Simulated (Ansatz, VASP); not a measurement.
One calculation of WC, two programs

```
CELL_PARAMETERS angstrom
0.00000 2.06339 2.47607
2.06339 0.00000 2.47607
2.06339 2.06339 0.00000
ATOMIC_POSITIONS crystal
W 0.00000 0.00000 0.00000
C 0.50000 0.50000 0.50000
```

Alike in both runs: task single point; functional PBE; k mesh 20 × 20 × 20; occupations gaussian, width 0.15 eV; no spin polarisation.

```csv
,VASP,Ansatz
version,VASP 6.6.1,Ansatz 0.2.0
potentials or method,"VASP PAW PBE potentials, release 64 (W_sv, C), cutoff 520 eV","scalar-relativistic, plane waves, PAW"
valence electrons in the cell,18,18
```

Ansatz gave:

```
gap on the k mesh at the Fermi level (eV)                     : none
pressure (GPa)                                                : 22.4
traceless stress, the component that is largest in VASP (GPa) : -49.12
```

**Question.** Which values does VASP return?

**Answer.** gap on the k mesh at the Fermi level (eV): none; pressure (GPa): 23.4; traceless stress, the component that is largest in VASP (GPa): -49.53.

A gap of «none» marks a metal or a gap that the smearing closes. The functional is the same, so the differences come from potentials, cutoffs and numerics.

Neither program's run includes spin-orbit coupling.
